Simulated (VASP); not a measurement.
# BAs (F-43m) in VASP: further runs, part 2 of 2

VASP 6.6.1. The steps go on from the part before.

### 3 Relaxation of cell and atoms, PBEsol, target pressure 2 GPa, at which the enthalpy is minimised

The input, INCAR:

```
SYSTEM = BAs
PREC = Accurate ; ENCUT = 500
EDIFF = 1E-7 ; ISMEAR = 0
SIGMA = 0.01 ; LREAL = .FALSE.
LASPH = .TRUE. ; NELM = 120
ALGO = Normal ; ISIF = 3
LWAVE = .FALSE. ; LCHARG = .FALSE.
GGA = PS ; IBRION = 2
NSW = 80 ; EDIFFG = -0.01
PSTRESS = 20.0 ; GGA_COMPAT = .FALSE.
NELMIN = 4
```

The input, KPOINTS:

```
Automatic mesh
0
G
  6 6 6
  0 0 0
```

The input, POSCAR:

```
BAs
1.0
    0.0000000000      2.3885000000      2.3885000000
    2.3885000000      0.0000000000      2.3885000000
    2.3885000000      2.3885000000      0.0000000000
B As
1 1
Direct
    0.0000000000      0.0000000000      0.0000000000
    0.2500000000      0.2500000000      0.2500000000
```

Potentials or basis: VASP PAW PBE potentials, release 64 (B, As).

On the command line:

```
cat potpaw_PBE.64/B/POTCAR potpaw_PBE.64/As/POTCAR > POTCAR
mpirun -np 1 vasp_std > vasp.out
```

OUTCAR:

```text
SYSTEM = BAs
   PREC = Accurate
   ENCUT = 500
   EDIFF = 1E-7
   ISMEAR = 0
   LREAL = .FALSE.
   LASPH = .TRUE.
   NELM = 120
   ISIF = 3
   GGA = PS
   IBRION = 2
   NSW = 80
   EDIFFG = -0.01
   PSTRESS = 20.0
   NELMIN = 4

 ion  position               nearest neighbor table
   1  0.000  0.000  0.000-   2 2.07   2 2.07   2 2.07   2 2.07
   2  0.250  0.250  0.250-   1 2.07   1 2.07   1 2.07   1 2.07

  LATTYP: Found a face centered cubic cell.
 ALAT       =     4.7770000000

  Lattice vectors:

 A1 = (   0.0000000000,   2.3885000000,   2.3885000000)
 A2 = (   2.3885000000,   0.0000000000,   2.3885000000)
 A3 = (   2.3885000000,   2.3885000000,   0.0000000000)

Analysis of symmetry for initial positions (statically):
=====================================================================
 Subroutine PRICEL returns:
 Original cell was already a primitive cell.

 Routine SETGRP: Setting up the symmetry group for a
 face centered cubic supercell.

 Subroutine GETGRP returns: Found 24 space group operations
 (whereof 24 operations were pure point group operations)
 out of a pool of 48 trial point group operations.

The static configuration has the point symmetry T_d .

Analysis of symmetry for dynamics (positions and initial velocities):
[... 141 lines left out ...]

--------------------------------------- Ionic step        1  -------------------------------------------

 number of electron       8.0000000 magnetization

 Free energy of the ion-electron system (eV)
  ---------------------------------------------------
  ext. energy  EPLUGINS =         0.00000000
  ---------------------------------------------------
  free energy    TOTEN  =       -12.18394214 eV

  energy without entropy =      -12.18394214  energy(sigma->0) =      -12.18394214

------------------------ aborting loop because EDIFF is reached ----------------------------------------

  FORCE on cell =-STRESS in cart. coord.  units (eV):
  Direction    XX          YY          ZZ          XY          YZ          ZX
  --------------------------------------------------------------------------------------
  -------------------------------------------------------------------------------------
  Total        0.0172091      0.0172091      0.0172091      0.0000000      0.0000000      0.0000000
  in kB        1.0117278      1.0117278      1.0117278      0.0000000      0.0000000      0.0000000
  external PRESSURE =     -18.9882722 kB  Pullay stress =      20.0000000 kB
[... 63 lines left out ...]
--------------------------------------- Ionic step        3  -------------------------------------------

 number of electron       8.0000000 magnetization

 Free energy of the ion-electron system (eV)
  ---------------------------------------------------
  ext. energy  EPLUGINS =         0.00000000
  ---------------------------------------------------
  free energy    TOTEN  =       -12.18164316 eV

  energy without entropy =      -12.18164316  energy(sigma->0) =      -12.18164316

 E-fermi :   6.2564     XC(G=0): -10.7841

 val. band max:        6.1956843676   @ k =   0.0000   0.0000   0.0000
 cond. band min:       7.3649823610   @ k =   0.3333   0.3333   0.0000
 fundamental gap:      1.1692979934
 Fermi energy:         6.2564077751

 k-point     1 :       0.0000    0.0000    0.0000
  band No.  band energies     occupation
      1      -9.3641      2.00000
      2       6.1957      2.00000
      3       6.1957      2.00000
      4       6.1957      2.00000
      5       9.4491      0.00000
      6       9.4491      0.00000
      7       9.4491      0.00000
      8      11.0444      0.00000
[... 196 lines left out ...]
  energy  without entropy=      -12.1816431637  energy(sigma->0) =      -12.18164316

  enthalpy is  TOTEN    =       -11.8458794979 eV   P V=        0.3357636658

 reached required accuracy - stopping structural energy minimisation
```

CONTCAR:

```text
BAs
   1.00000000000000
    -0.0000000000000000    2.3780889574900943    2.3780889574900943
     2.3780889574900943    0.0000000000000000    2.3780889574900943
     2.3780889574900943    2.3780889574900943    0.0000000000000000
  B               As
     1     1
Direct
     0.0000000000000000    0.0000000000000000    0.0000000000000000
     0.2500000000000000    0.2500000000000000    0.2500000000000000

  0.00000000E+00  0.00000000E+00  0.00000000E+00
  0.00000000E+00  0.00000000E+00  0.00000000E+00
```

It took 6.5 s on 1 thread of Intel Xeon 6975P-C (Granite Rapids), shared host; peak memory 0.15 GiB.

What came out:

* Free energy: -12.1816 eV
* Relaxed volume: 13.45 Å³/atom
* Relaxed cell: a = 3.363 Å, b = 3.363 Å, c = 3.363 Å, α = 60.00°, β = 60.00°, γ = 60.00°
* Space group after relaxing (to 0.05 Å): F-43m (No. 216)
* Energy change on relaxing (the enthalpy is what falls): +1.1 meV/atom
* Ionic steps: 3
* Pressure after relaxing: 2.0 GPa
* Band gap on the k mesh: 1.17 eV, indirect (least direct gap 3.25 eV)

The path:
| step | energy change (eV) | largest force (eV/Å) | pressure (GPa) | volume (Å³) |
| --- | --- | --- | --- | --- |
| 1 | 0.0000 | 0.0000 | 0.10 | 27.25 |
| 2 | 0.0071 | 0.0000 | 3.58 | 26.62 |
| 3 | 0.0023 | 0.0000 | 2.00 | 26.90 |

Final structure:
```
CELL_PARAMETERS angstrom
0.00000 2.37809 2.37809
2.37809 0.00000 2.37809
2.37809 2.37809 0.00000
ATOMIC_POSITIONS crystal
B 0.00000 0.00000 0.00000
As 0.25000 0.25000 0.25000
```

Levels at points of the mesh, in eV from the valence-band top:
| k point | band 1 | band 2 | band 3 | band 4 | band 5 | band 6 | band 7 | band 8 |
| --- | --- | --- | --- | --- | --- | --- | --- | --- |
| (0.00, 0.00, 0.00) | -15.56 | 0.00 | 0.00 | 0.00 | 3.25 | 3.25 | 3.25 | 4.85 |
| (0.50, 0.00, 0.00) | -12.63 | -8.93 | -1.85 | -1.85 | 2.73 | 4.74 | 4.74 | 8.73 |
| (0.50, 0.50, 0.00) | -11.30 | -8.61 | -4.16 | -4.16 | 1.30 | 1.32 | 11.47 | 11.47 |

Caveat: the cell is relaxed towards a set pressure, so the enthalpy falls and the energy may rise; the PAW data sets were made with another functional, which shifts forces and pressure a little. Expect the measured gap to be larger: semilocal functionals such as PBEsol lack the derivative discontinuity.

### 4 Relaxation of cell and atoms, PBEsol, target pressure 5 GPa, at which the enthalpy is minimised

The input, INCAR:

```
SYSTEM = BAs
  PREC = Accurate
  ENCUT = 500
  EDIFF = 1E-7
  ISMEAR = 0
  SIGMA = 0.01
  LREAL = .False.
  LASPH = .True.
  NELM = 120
  ALGO = Normal
  ISIF = 3
  LWAVE = .False.
  LCHARG = .False.
  GGA = PS
  IBRION = 2
  NSW = 80
  EDIFFG = -0.01
  PSTRESS = 50.0
  GGA_COMPAT = .False.
  NELMIN = 4
```

The input, KPOINTS:

```
Automatic mesh
0
Gamma
  6 6 6
  0 0 0
```

POSCAR is that of step 3.

On the command line:

```
cat potpaw_PBE.64/B/POTCAR potpaw_PBE.64/As/POTCAR > POTCAR
mpirun -np 1 vasp_std > vasp.out
```

Wall time 7.1 s (1 thread of Intel Xeon 6975P-C (Granite Rapids), shared host); peak memory 0.15 GiB.

Results (log left out):

| Property | Result |
| --- | --- |
| Free energy | -12.1706 eV |
| Relaxed volume | 13.19 Å³/atom |
| Relaxed cell | a = 3.342 Å, b = 3.342 Å, c = 3.342 Å, α = 60.00°, β = 60.00°, γ = 60.00° |
| Space group after relaxing (to 0.05 Å) | F-43m (No. 216) |
| Energy change on relaxing (the enthalpy is what falls) | +6.7 meV/atom |
| Ionic steps | 3 |
| Pressure after relaxing | 5.0 GPa |
| Band gap on the k mesh | 1.15 eV, indirect (least direct gap 3.28 eV) |

The path:
```
step  energy change (eV)  largest force (eV/Å)  pressure (GPa)  volume (Å³)
   1              0.0000                0.0000            0.10        27.25
   2              0.0475                0.0000            9.86        25.64
   3              0.0134                0.0000            4.99        26.39
```

Final structure:
```yaml
crystal:
  lattice:
    - [0.00000, 2.36290, 2.36290]
    - [2.36290, 0.00000, 2.36290]
    - [2.36290, 2.36290, 0.00000]
  atoms:
    - { symbol: B, position: [0.00000, 0.00000, 0.00000] }
    - { symbol: As, position: [0.25000, 0.25000, 0.25000] }
```

Levels at points of the mesh, in eV from the valence-band top:
```tsv
k point	band 1	band 2	band 3	band 4	band 5	band 6	band 7	band 8
(0.00, 0.00, 0.00)	-15.74	0.00	0.00	0.00	3.28	3.28	3.28	5.10
(0.50, 0.00, 0.00)	-12.73	-9.08	-1.89	-1.89	2.85	4.76	4.76	8.76
(0.50, 0.50, 0.00)	-11.37	-8.72	-4.24	-4.24	1.28	1.29	11.65	11.65
```

Caveat: the cell is relaxed towards a set pressure, so the enthalpy falls and the energy may rise; the PAW data sets were made with another functional, which shifts forces and pressure a little. Expect the measured gap to be larger: semilocal functionals such as PBEsol lack the derivative discontinuity.

### 5 Relaxation of cell and atoms, PBEsol, target pressure 10 GPa, at which the enthalpy is minimised

The input, INCAR:

```
SYSTEM = BAs
  ALGO = Normal
  EDIFF = 1E-7
  EDIFFG = -0.01
  ENCUT = 500
  GGA = PS
  GGA_COMPAT = .False.
  IBRION = 2
  ISIF = 3
  ISMEAR = 0
  LASPH = .True.
  LCHARG = .False.
  LREAL = .False.
  LWAVE = .False.
  NELM = 120
  NELMIN = 4
  NSW = 80
  PREC = Accurate
  PSTRESS = 100.0
  SIGMA = 0.01
```

The input, KPOINTS:

```
k-points
0
Gamma
  6 6 6
  0 0 0
```

POSCAR is that of step 4.

On the command line:

```
cat potpaw_PBE.64/B/POTCAR potpaw_PBE.64/As/POTCAR > POTCAR
mpirun -np 1 vasp_std > vasp.out
```

It took 7.4 s on 1 thread of Intel Xeon 6975P-C (Granite Rapids), shared host; peak memory 0.15 GiB.

The run converged. Its results:

```
Free energy                                            : -12.1362 eV
Relaxed volume                                         : 12.82 Å³/atom
Relaxed cell                                           : a = 3.310 Å, b = 3.310 Å, c = 3.310 Å, α = 60.00°, β = 60.00°, γ = 60.00°
Space group after relaxing (to 0.05 Å)                 : F-43m (No. 216)
Energy change on relaxing (the enthalpy is what falls) : +23.9 meV/atom
Ionic steps                                            : 3
Pressure after relaxing                                : 9.9 GPa
Band gap on the k mesh                                 : 1.13 eV, indirect (least direct gap 3.32 eV)
```

The path:
| step | energy change (eV) | largest force (eV/Å) | pressure (GPa) | volume (Å³) |
| --- | --- | --- | --- | --- |
| 1 | 0.0000 | 0.0000 | 0.10 | 27.25 |
| 2 | 0.2047 | 0.0000 | 22.74 | 24.06 |
| 3 | 0.0478 | 0.0000 | 9.88 | 25.64 |

Final structure:
```yaml
crystal:
  lattice:
    - [0.00000, 2.34037, 2.34037]
    - [2.34037, 0.00000, 2.34037]
    - [2.34037, 2.34037, 0.00000]
  atoms:
    - { symbol: B, position: [0.00000, 0.00000, 0.00000] }
    - { symbol: As, position: [0.25000, 0.25000, 0.25000] }
```

Levels at points of the mesh, in eV from the valence-band top:
```csv
k point,band 2,band 3,band 4,band 5,band 6,band 7
"(0.00, 0.00, 0.00)",0.00,0.00,0.00,3.32,3.32,3.32
"(0.50, 0.00, 0.00)",-9.30,-1.94,-1.94,3.02,4.79,4.79
"(0.50, 0.50, 0.00)",-8.89,-4.37,-4.37,1.25,1.25,11.94
```

Caveat: the cell is relaxed towards a set pressure, so the enthalpy falls and the energy may rise; the PAW data sets were made with another functional, which shifts forces and pressure a little.

### 6 Summary

```tsv
cell	gap on the mesh (eV)	pressure (GPa)
relaxed	1.18	0.1
relaxed to 2 GPa	1.17	2.0
relaxed to 5 GPa	1.15	5.0
relaxed to 10 GPa	1.13	9.9
```

Alike in all rows: task relaxation of cell and atoms; level PBEsol; potentials or basis VASP PAW PBE potentials, release 64 (B, As); no spin polarisation; k mesh 6 × 6 × 6; cutoff (eV) 500; smearing gaussian 0.01 eV.

Caveats: the PAW data sets were made with another functional, which shifts forces and pressure a little; the cell is relaxed towards a set pressure, so the enthalpy falls and the energy may rise (some runs); the relaxation stopped at its first step, so nothing moved (some runs).

Absolute energies hang on the potentials; compare differences alone.
